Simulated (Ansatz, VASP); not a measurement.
# Ge: VASP beside Ansatz

File INCAR:

```
SYSTEM = Ge
ALGO = Normal
EDIFF = 1E-6
EDIFFG = -0.04
ENCUT = 600
GGA = PS
IBRION = 2
ISIF = 3
ISMEAR = 0
LASPH = .True.
LCHARG = .False.
LREAL = .False.
LWAVE = .False.
NELM = 60
NSW = 90
PREC = Accurate
SIGMA = 0.1
```

Contents of KPOINTS:

```
k-points
0
Gamma
  6 6 2
  0 0 0
```

POSCAR

```
Ge
1.0
    2.9962801600     -1.9803119734      0.0000000000
    2.9962801600      1.9803119734      0.0000000000
    0.0000000000      0.0000000000      8.0781860689
Ge
4
Direct
    0.8500000000      0.1500000000      0.1170000000
    0.6500000000      0.3500000000      0.6170000000
    0.1500000000      0.8500000000      0.8830000000
    0.3500000000      0.6500000000      0.3830000000
```

Input for Ansatz:

```yaml
crystal:
  lattice:
    - [2.99628016, -1.9803119734, 0.0]
    - [2.99628016, 1.9803119734, 0.0]
    - [0.0, 0.0, 8.0781860689]
  atoms:
    - { symbol: Ge, position: [0.85, 0.15, 0.117] }
    - { symbol: Ge, position: [0.65, 0.35, 0.617] }
    - { symbol: Ge, position: [0.15, 0.85, 0.883] }
    - { symbol: Ge, position: [0.35, 0.65, 0.383] }
basis:
  ecutwfc: 420
kpoints:
  mp_grid: { grid: [6, 6, 2] }
hamiltonian:
  xc: pbesol
scf:
  occupations: { method: gaussian, width: 0.1 }
  lower_state_search: "off"
output:
  forces: true
  stress: true
  eigenvalues: true
relax:
  adjacent_minimum: "off"
  f_tol: 0.04
  max_steps: 70
  cell: { stress_tol: 0.4 }
```

Alike in both runs: task relaxation of cell and atoms; functional PBEsol; k mesh 6 × 6 × 2; occupations gaussian, width 0.1 eV; no spin polarisation.

|  | VASP | Ansatz |
| --- | --- | --- |
| version | VASP 6.6.1 | Ansatz 0.2.0 |
| potentials or method | VASP PAW PBE potentials, release 64 (Ge_d), cutoff 600 eV | scalar-relativistic, plane waves, PAW |
| valence electrons in the cell | 56 | 56 |

```csv
,VASP,Ansatz,Ansatz less VASP
"gap on the k mesh at the Fermi level, each at its own relaxed structure (eV)",none,none,-
relaxed volume (Å³/atom),18.50,18.50,-0.001
relaxed cell length with the largest relative difference (Å),7.667,7.659,-0.0080
```

VASP's potentials were made for PBE, not for PBEsol. A gap of «none» marks a metal or a gap that the smearing closes.

The k mesh is coarse, so the values compare programs but aren't converged. Noted on VASP's run: the volume moved by over 15 % at a fixed basis, so the end points are rough.
